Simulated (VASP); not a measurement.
# NaCl in VASP: settings compared

Aim: see how the results for NaCl move with the level of theory and the settings. Levels: PBE, r2SCAN. Tasks: single point.

All numbers are computed with VASP 6.6.1; they aren't measurements. Logs are shortened: lines on timing, memory, paths and dates and some standing lists are left out, and cuts for length are marked.

## 1. The cell of the first run

Symmetry: Fm-3m, No. 225, cubic system. Conventional cell: a = 5.930 Å, b = 5.930 Å, c = 5.930 Å, α = 90.00°, β = 90.00°, γ = 90.00°. Within 3.9 Å of Na (site symmetry m-3m) lie 6 Cl at 2.97 Å. Cl (site symmetry m-3m) has 6 Na at 2.97 Å within 3.9 Å.

## 2. Single point, PBE (strain +5.8%)

File INCAR:

```
SYSTEM = NaCl
  PREC = Accurate
  ENCUT = 520
  EDIFF = 1E-6
  ISMEAR = -1
  SIGMA = 0.02
  LREAL = .FALSE.
  LASPH = .TRUE.
  NELM = 80
  ALGO = Normal
  ISIF = 2
  LWAVE = .FALSE.
  LCHARG = .FALSE.
  GGA = PE
  NBANDS = 14
```

File KPOINTS:

```
Automatic mesh
0
G
  8 8 8
  0 0 0
```

File POSCAR:

```
NaCl
1.0
    0.0000000000      2.9650101422      2.9650101422
    2.9650101422      0.0000000000      2.9650101422
    2.9650101422      2.9650101422      0.0000000000
Na Cl
1 1
Direct
    0.0000000000      0.0000000000      0.0000000000
    0.5000000000      0.5000000000      0.5000000000
```

Potentials or basis: VASP PAW PBE potentials, release 64 (Na_pv, Cl).

On the command line:

```sh
> cat potpaw_PBE.64/Na_pv/POTCAR potpaw_PBE.64/Cl/POTCAR > POTCAR
> mpirun -np 1 vasp_std > vasp.out
```

OUTCAR:

```text
SYSTEM = NaCl
   PREC = Accurate
   ENCUT = 520
   EDIFF = 1E-6
   ISMEAR = -1
   LREAL = .FALSE.
   LASPH = .TRUE.
   NELM = 80
   ISIF = 2
   GGA = PE

 ion  position               nearest neighbor table
   1  0.000  0.000  0.000-
   2  0.500  0.500  0.500-

  LATTYP: Found a face centered cubic cell.
 ALAT       =     5.9300202844

  Lattice vectors:

 A1 = (   0.0000000000,   2.9650101422,   2.9650101422)
 A2 = (   2.9650101422,   0.0000000000,   2.9650101422)
 A3 = (   2.9650101422,   2.9650101422,   0.0000000000)

Analysis of symmetry for initial positions (statically):
=====================================================================
 Subroutine PRICEL returns:
 Original cell was already a primitive cell.

 Routine SETGRP: Setting up the symmetry group for a
 face centered cubic supercell.

 Subroutine GETGRP returns: Found 48 space group operations
 (whereof 48 operations were pure point group operations)
 out of a pool of 48 trial point group operations.

The static configuration has the point symmetry O_h .

Analysis of symmetry for dynamics (positions and initial velocities):
=====================================================================
 Subroutine PRICEL returns:
 Original cell was already a primitive cell.

 Routine SETGRP: Setting up the symmetry group for a
 face centered cubic supercell.

 Subroutine GETGRP returns: Found 48 space group operations
 (whereof 48 operations were pure point group operations)
 out of a pool of 48 trial point group operations.

The dynamic configuration has the point symmetry O_h .

 Subroutine INISYM returns: Found 48 space group operations
 (whereof 48 operations are pure point group operations),
 and found     1 'primitive' translations

----------------------------------------------------------------------------------------

                                     Primitive cell

  volume of cell :      52.1325

  direct lattice vectors                    reciprocal lattice vectors
     0.000000000  2.965010142  2.965010142    -0.168633487  0.168633487  0.168633487
     2.965010142  0.000000000  2.965010142     0.168633487 -0.168633487  0.168633487
     2.965010142  2.965010142  0.000000000     0.168633487  0.168633487 -0.168633487

  length of vectors
     4.193157556  4.193157556  4.193157556     0.292081768  0.292081768  0.292081768

  position of ions in fractional coordinates (direct lattice)
     0.000000000  0.000000000  0.000000000
     0.500000000  0.500000000  0.500000000

  ion indices of the primitive-cell ions
   primitive index   ion index
                 1           1
                 2           2

----------------------------------------------------------------------------------------

 KPOINTS: Automatic mesh

Automatic generation of k-mesh.
 Grid dimensions read from file:
 generate k-points for:    8    8    8

 Generating k-lattice:

  Cartesian coordinates                     Fractional coordinates (reciprocal lattice)
    -0.021079186  0.021079186  0.021079186     0.125000000  0.000000000  0.000000000
     0.021079186 -0.021079186  0.021079186     0.000000000  0.125000000  0.000000000
     0.021079186  0.021079186 -0.021079186     0.000000000  0.000000000  0.125000000

  Length of vectors
     0.036510221  0.036510221  0.036510221

  Shift w.r.t. Gamma in fractional coordinates (k-lattice)
     0.000000000  0.000000000  0.000000000

 Subroutine IBZKPT returns following result:
 ===========================================

 Found     29 irreducible k-points:

 Following reciprocal coordinates:
            Coordinates               Weight
  0.000000  0.000000  0.000000      1.000000
  0.125000  0.000000  0.000000      8.000000
  0.250000  0.000000  0.000000      8.000000
  0.375000  0.000000  0.000000      8.000000
  0.500000  0.000000  0.000000      4.000000
  0.125000  0.125000  0.000000      6.000000
[... 16 lines left out ...]
  0.500000  0.250000  0.125000     48.000000
 -0.375000  0.250000  0.125000     24.000000
 [... further k-points ...]
   k-points           NKPTS =     29   k-points in BZ     NKDIM =     29   number of bands    NBANDS=     14
   number of dos      NEDOS =    301   number of ions     NIONS =      2
   total plane-waves  NPLWV =  32768
   dimension x,y,z NGX =    32 NGY =   32 NGZ =   32
   dimension x,y,z NGXF=    64 NGYF=   64 NGZF=   64
   ions per type =               1   1
   NGX,Y,Z   is equivalent  to a cutoff of  12.69, 12.69, 12.69 a.u.
   NGXF,Y,Z  is equivalent  to a cutoff of  25.37, 25.37, 25.37 a.u.
 SYSTEM =  NaCl
   PREC   = accura    normal or accurate (medium, high low for compatibility)
   ISTART =      0    job   : 0-new  1-cont  2-samecut
   ICHARG =      2    charge: 1-file 2-atom 10-const
   ISPIN  =      1    spin polarized calculation?
   LNONCOLLINEAR =      F non collinear calculations
   LSORBIT =      F    spin-orbit coupling
   LASPH  =      T    aspherical Exc in radial PAW
   ENCUT  =  520.0 eV  38.22 Ry    6.18 a.u.   7.80  7.80  7.80*2*pi/ulx,y,z
   NELM   =     80;   NELMIN=  2; NELMDL= -5     # of ELM steps
   EDIFF  = 0.1E-05   stopping-criterion for ELM
   LREAL  =      F    real-space projection
   EDIFFG = 0.1E-04   stopping-criterion for IOM
   NSW    =      0    number of steps for IOM
   IBRION =     -1    ionic relax: 0-MD 1-quasi-New 2-CG
   NFREE  =      0    steps in history (QN), initial steepest desc. (CG)
   ISIF   =      2    stress and relaxation
   ISYM   =      2    0-nonsym 1-usesym 2-fastsym
   POTIM  = 0.5000    time-step for ionic-motion
   TEBEG  =    0.0;   TEEND  =   0.0 temperature during run
   PSTRESS=    0.0 pullay stress
   NELECT =      14.0000    total number of electrons
   NUPDOWN=      -1.0000    fix difference up-down
   EMIN   =  10.00;   EMAX   =-10.00  energy-range for DOS
   EFERMI =   0.00;   METHOD = LEGACY
   ISMEAR =    -1;   SIGMA  =   0.02  broadening in eV -4-tet -1-fermi 0-gaus
   EFERMI_NEDOS =   21; number of points for ismear=-14 and -15
   IALGO  =     38    algorithm
   IMIX   =      4    mixing-type and parameters
     AMIX     =   0.40;   BMIX     =  1.00
     AMIX_MAG =   1.60;   BMIX_MAG =  1.00
  volume/ion in A,a.u.               =      26.07       175.90
  Fermi-wavevector in a.u.,A,eV,Ry     =   1.056204  1.995937 15.178222  1.115568
  Thomas-Fermi vector in A             =   2.191431
   LORBIT       =      0    0 simple, 1 ext, 2 COOP (PROOUT), +10 PAW based schemes
   GGA     = PE    functional components
   LHFCALC =     F    Hartree Fock is set to
   AEXX    =    0.0000 exact exchange contribution
   IVDW    =     0    specifies the selected vdW correction
   LEPSILON=     F    determine dielectric tensor
   LRPA    =     F    only Hartree local field effects (RPA)
 non-spin polarized calculation
  energy-cutoff  :      520.00
  volume of cell :       52.13
 maximum number of plane-waves:      1424
   NGX = 15   NGY = 15   NGZ = 15

 number of electron      14.0000010 magnetization

 Free energy of the ion-electron system (eV)
  ---------------------------------------------------
  ext. energy  EPLUGINS =         0.00000000
  ---------------------------------------------------
  free energy    TOTEN  =        -6.73350077 eV

  energy without entropy =       -6.73350077  energy(sigma->0) =       -6.73350077

 E-fermi :  -1.0690     XC(G=0):  -7.5437

 val. band max:       -1.5113688385   @ k =   0.0000   0.0000   0.0000
 cond. band min:       3.0708011200   @ k =   0.0000   0.0000   0.0000
 fundamental gap:      4.5821699586
 Fermi energy:        -1.0690375109

 k-point     1 :       0.0000    0.0000    0.0000
  band No.  band energies     occupation
      1     -22.6636      2.00000
      2     -22.6636      2.00000
      3     -22.6636      2.00000
      4     -13.8782      2.00000
      5      -1.5114      2.00000
      6      -1.5114      2.00000
      7      -1.5114      2.00000
      8       3.0708      0.00000
      9       9.4157      0.00000
     10       9.4157      0.00000
     11       9.4157      0.00000
     12      11.3944      0.00000
     13      11.3944      0.00000
     14      12.7533      0.00000

 k-point     2 :       0.1250    0.0000    0.0000
  band No.  band energies     occupation
      1     -22.6656      2.00000
      2     -22.6637      2.00000
      3     -22.6637      2.00000
      4     -13.8483      2.00000
      5      -1.8009      2.00000
      6      -1.5407      2.00000
      7      -1.5407      2.00000
      8       3.5056      0.00000
      9       8.8522      0.00000
     10       9.5679      0.00000
     11       9.5679      0.00000
     12      11.0707      0.00000
     13      11.0707      0.00000
     14      13.4076      0.00000

 k-point     3 :       0.2500    0.0000    0.0000
  band No.  band energies     occupation
      1     -22.6705      2.00000
      2     -22.6642      2.00000
      3     -22.6642      2.00000
      4     -13.7745      2.00000
      5      -2.3757      2.00000
      6      -1.6098      2.00000
      7      -1.6098      2.00000
      8       4.4419      0.00000
      9       8.1242      0.00000
     10       9.5443      0.00000
     11       9.5444      0.00000
     12      11.2491      0.00000
     13      11.2491      0.00000
     14      12.9270      0.00000
[... 324 lines left out ...]
 k-point    23 :       0.5000    0.2500    0.1250
  band No.  band energies     occupation
      1     -22.6738      2.00000
      2     -22.6675      2.00000
      3     -22.6655      2.00000
      4     -13.6678      2.00000
      5      -2.7151      2.00000
      6      -2.0341      2.00000
      7      -1.7789      2.00000
      8       6.0338      0.00000
      9       7.5212      0.00000
     10       8.0483      0.00000
     11       9.8102      0.00000
     12      11.5674      0.00000
     13      13.5176      0.00000
     14      14.2269      0.00000

 k-point    24 :      -0.3750    0.2500    0.1250
  band No.  band energies     occupation
      1     -22.6749      2.00000
      2     -22.6678      2.00000
      3     -22.6659      2.00000
      4     -13.6437      2.00000
      5      -2.8047      2.00000
      6      -2.0928      2.00000
      7      -1.8204      2.00000
      8       6.4163      0.00000
      9       7.2826      0.00000
     10       8.2139      0.00000
     11       9.6462      0.00000
     12      12.0563      0.00000
     13      13.1410      0.00000
     14      14.2970      0.00000

 [... further k-points ...]

------------------------ aborting loop because EDIFF is reached ----------------------------------------

  FORCE on cell =-STRESS in cart. coord.  units (eV):
  Direction    XX          YY          ZZ          XY          YZ          ZX
  --------------------------------------------------------------------------------------
  -------------------------------------------------------------------------------------
  Total       -0.7145619     -0.7145619     -0.7145619     -0.0000000      0.0000000     -0.0000000
  in kB      -21.9604826    -21.9604826    -21.9604826     -0.0000000      0.0000000     -0.0000000
  external PRESSURE =     -21.9604826 kB  Pullay stress =       0.0000000 kB

 VOLUME and BASIS-vectors are now :
 -----------------------------------------------------------------------------
  energy-cutoff  :      520.00
  volume of cell :       52.13
      direct lattice vectors                 reciprocal lattice vectors
     0.000000000  2.965010142  2.965010142    -0.168633487  0.168633487  0.168633487
     2.965010142  0.000000000  2.965010142     0.168633487 -0.168633487  0.168633487
     2.965010142  2.965010142  0.000000000     0.168633487  0.168633487 -0.168633487

 POSITION                                       TOTAL-FORCE (eV/Angst)
 -----------------------------------------------------------------------------------
      0.00000      0.00000      0.00000        -0.000000     -0.000000     -0.000000
      2.96501      2.96501      2.96501         0.000000      0.000000      0.000000
 -----------------------------------------------------------------------------------
    total drift:                                0.000000     -0.000000     -0.000000

  FREE ENERGIE OF THE ION-ELECTRON SYSTEM (eV)
  ---------------------------------------------------
  free  energy   TOTEN  =        -6.7335007682 eV

  energy  without entropy=       -6.7335007682  energy(sigma->0) =       -6.73350077
```

Wall time 19 s (1 thread of Intel Xeon 8259CL, shared host); peak memory 0.17 GiB.

Results:

```
Free energy            : -6.7335 eV
Pressure               : -2.2 GPa
Band gap on the k mesh : 4.58 eV
```

Levels at points of the mesh, in eV from the valence-band top:
| k point | band 5 | band 6 | band 7 | band 8 | band 9 | band 10 |
| --- | --- | --- | --- | --- | --- | --- |
| (0.00, 0.00, 0.00) | 0.00 | 0.00 | 0.00 | 4.58 | 10.93 | 10.93 |
| (0.50, 0.00, 0.00) | -1.52 | -0.19 | -0.19 | 6.99 | 9.45 | 10.58 |
| (0.50, 0.50, 0.00) | -1.30 | -0.46 | -0.46 | 7.08 | 8.15 | 10.31 |

Caveat: the cell differs from its parent crystal (strain +5.8%). A k mesh can miss the band edges.

## 3. Single point, r2SCAN (strain +5.8%)

POSCAR is that of step 2.

File INCAR.step1:

```
PREC = Accurate
ENCUT = 520
ISMEAR = 0
SIGMA = 0.01
LREAL = False
LASPH = True
NELM = 60
NBANDS = 14
GGA = PE
ALGO = Normal
EDIFF = 1E-4
LWAVE = True
LCHARG = False
```

File INCAR.step2:

```
PREC = Accurate
ENCUT = 520
EDIFF = 1E-6
ISMEAR = 0
SIGMA = 0.01
LREAL = False
LASPH = True
NELM = 60
ALGO = Normal
ISIF = 2
LWAVE = False
LCHARG = False
METAGGA = R2SCAN
LMIXTAU = True
NBANDS = 14
ISTART = 1
```

File KPOINTS:

```
regular mesh
0
Gamma
  8 8 8
```

Potentials or basis: VASP PAW PBE potentials, release 64 (Na_pv, Cl).

On the command line:

```sh
> cat potpaw_PBE.64/Na_pv/POTCAR potpaw_PBE.64/Cl/POTCAR > POTCAR
> cp INCAR.step1 INCAR
> mpirun -np 1 vasp_std > vasp.out
> cp INCAR.step2 INCAR
> mpirun -np 1 vasp_std > vasp.out
```

OUTCAR:

```text
PREC = Accurate
   ENCUT = 520
   EDIFF = 1E-6
   ISMEAR = 0
   LREAL = False
   LASPH = True
   NELM = 60
   ISIF = 2
   METAGGA = R2SCAN
   ISTART = 1

 ion  position               nearest neighbor table
   1  0.000  0.000  0.000-
   2  0.500  0.500  0.500-

  LATTYP: Found a face centered cubic cell.
 ALAT       =     5.9300202844

  Lattice vectors:

 A1 = (   0.0000000000,   2.9650101422,   2.9650101422)
 A2 = (   2.9650101422,   0.0000000000,   2.9650101422)
 A3 = (   2.9650101422,   2.9650101422,   0.0000000000)

Analysis of symmetry for initial positions (statically):
=====================================================================
 Subroutine PRICEL returns:
 Original cell was already a primitive cell.

 Routine SETGRP: Setting up the symmetry group for a
 face centered cubic supercell.

 Subroutine GETGRP returns: Found 48 space group operations
 (whereof 48 operations were pure point group operations)
 out of a pool of 48 trial point group operations.

[... 172 lines left out ...]
      2     -23.7772      2.00000
      3     -23.7772      2.00000
      4     -14.8619      2.00000
      5      -1.9363      2.00000
      6      -1.9363      2.00000
      7      -1.9363      2.00000
      8       3.4233      0.00000
      9       9.6401      0.00000
     10       9.6401      0.00000
     11       9.6401      0.00000
     12      11.7148      0.00000
     13      11.7148      0.00000
     14      12.9701      0.00000
[... 377 lines left out ...]
      1     -23.7881      2.00000
      2     -23.7812      2.00000
      3     -23.7793      2.00000
      4     -14.6231      2.00000
      5      -3.2272      2.00000
      6      -2.5280      2.00000
      7      -2.2548      2.00000
      8       6.6635      0.00000
      9       7.8366      0.00000
     10       8.4892      0.00000
     11      10.0813      0.00000
     12      12.4468      0.00000
     13      13.6677      0.00000
     14      14.7355      0.00000

 [... further k-points ...]

------------------------ aborting loop because EDIFF is reached ----------------------------------------

  FORCE on cell =-STRESS in cart. coord.  units (eV):
  Direction    XX          YY          ZZ          XY          YZ          ZX
  --------------------------------------------------------------------------------------
  -------------------------------------------------------------------------------------
  Total       -1.0544490     -1.0544490     -1.0544490      0.0000000     -0.0000000      0.0000000
  in kB      -32.4061631    -32.4061631    -32.4061631      0.0000000     -0.0000000      0.0000000
  external PRESSURE =     -32.4061631 kB  Pullay stress =       0.0000000 kB

 VOLUME and BASIS-vectors are now :
 -----------------------------------------------------------------------------
  energy-cutoff  :      520.00
  volume of cell :       52.13
      direct lattice vectors                 reciprocal lattice vectors
     0.000000000  2.965010142  2.965010142    -0.168633487  0.168633487  0.168633487
     2.965010142  0.000000000  2.965010142     0.168633487 -0.168633487  0.168633487
     2.965010142  2.965010142  0.000000000     0.168633487  0.168633487 -0.168633487

 POSITION                                       TOTAL-FORCE (eV/Angst)
 -----------------------------------------------------------------------------------
      0.00000      0.00000      0.00000         0.000000      0.000000      0.000000
      2.96501      2.96501      2.96501        -0.000000      0.000000     -0.000000
 -----------------------------------------------------------------------------------
    total drift:                                0.000000     -0.000000     -0.000000

  FREE ENERGIE OF THE ION-ELECTRON SYSTEM (eV)
  ---------------------------------------------------
  free  energy   TOTEN  =       -13.6893457486 eV

  energy  without entropy=      -13.6893457486  energy(sigma->0) =      -13.68934575
```

OUTCAR.step1:

```text
PREC = Accurate
   ENCUT = 520
   ISMEAR = 0
   LREAL = False
   LASPH = True
[... 629 lines left out ...]
      0.00000      0.00000      0.00000         0.000000      0.000000      0.000000
      2.96501      2.96501      2.96501         0.000000      0.000000      0.000000
 -----------------------------------------------------------------------------------
    total drift:                                0.000000     -0.000000     -0.000000

  FREE ENERGIE OF THE ION-ELECTRON SYSTEM (eV)
  ---------------------------------------------------
  free  energy   TOTEN  =        -6.7333059850 eV

  energy  without entropy=       -6.7333059850  energy(sigma->0) =       -6.73330598
```

OSZICAR.step1:

```text
N       E                     dE             d eps       ncg     rms          rms(c)
DAV:   1     0.935774450922E+02    0.93577E+02   -0.70333E+03   812   0.975E+02
DAV:   2     0.894255396373E+00   -0.92683E+02   -0.86274E+02   892   0.251E+02
DAV:   3    -0.685067255204E+01   -0.77449E+01   -0.77082E+01  1058   0.690E+01
DAV:   4    -0.696903906446E+01   -0.11837E+00   -0.11832E+00   956   0.948E+00
DAV:   5    -0.697183143536E+01   -0.27924E-02   -0.27921E-02  1072   0.146E+00    0.215E+00
DAV:   6    -0.674023647340E+01    0.23159E+00   -0.40829E-01  1028   0.333E+00    0.158E+00
DAV:   7    -0.672660662323E+01    0.13630E-01   -0.87414E-02  1048   0.157E+00    0.107E+00
DAV:   8    -0.673337884513E+01   -0.67722E-02   -0.11935E-02   926   0.875E-01    0.279E-01
DAV:   9    -0.673330598497E+01    0.72860E-04   -0.21816E-04  1052   0.112E-01
   1 F= -.67333060E+01 E0= -.67333060E+01  d E =-.338189E-19
```

Run time: 70 s. Hardware: 1 thread of Intel Xeon 8259CL, shared host; peak memory 0.18 GiB.

Results:

* Free energy: -13.6893 eV
* Pressure: -3.2 GPa
* Band gap on the k mesh: 5.36 eV

Caveat: the cell differs from its parent crystal (strain +5.8%); the cell stands under tension; the PAW data sets were made with another functional, which shifts forces and pressure a little.

(Continued in part 2 of 2.)
